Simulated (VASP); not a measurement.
A run of VASP 6.6.1 is set up as follows.

File INCAR:

```
SYSTEM = GeW
PREC = Accurate
ENCUT = 600
EDIFF = 1E-7
ISMEAR = -1
SIGMA = 0.05
LREAL = .FALSE.
LASPH = .TRUE.
NELM = 100
ALGO = Normal
ISIF = 3
LWAVE = .FALSE.
LCHARG = .FALSE.
GGA = PE
IBRION = 2
NSW = 60
EDIFFG = -0.005
```

The input KPOINTS:

```
Automatic mesh
0
G
  14 14 14
  0 0 0
```

The input POSCAR:

```
GeW
1.0
    3.0268907720      0.0000000000      0.0000000000
    0.0000000000      3.0268907720      0.0000000000
    0.0000000000      0.0000000000      3.0268907720
W Ge
1 1
Direct
    0.0000000000      0.0000000000      0.0000000000
    0.5000000000      0.5000000000      0.5000000000
```

Potentials or basis: VASP PAW PBE potentials, release 64 (W_sv, Ge_d).

Launch:

```console
$ cat potpaw_PBE.64/W_sv/POTCAR potpaw_PBE.64/Ge_d/POTCAR > POTCAR
$ mpirun -np 1 vasp_std > vasp.out
```

**Question.** Predict the relaxed volume.

**Answer.** 15.43 Å³/atom.

**Question.** Predict the band gap on the k mesh.

**Answer.** Zero (bands 14 and 15 overlap by 4.22 eV).

**Question.** Predict the space group after relaxing (to 0.1 Å).

**Answer.** Pm-3m (No. 221).

Final structure:
```
W Ge
1.0
     3.13662    0.00000    0.00000
     0.00000    3.13662    0.00000
     0.00000    0.00000    3.13662
W Ge
1 1
Cartesian
  0.0000 0.0000 0.0000
  1.5683 1.5683 1.5683
```

Caveat: spin-orbit coupling is left out, which moves the levels of the heavy elements.
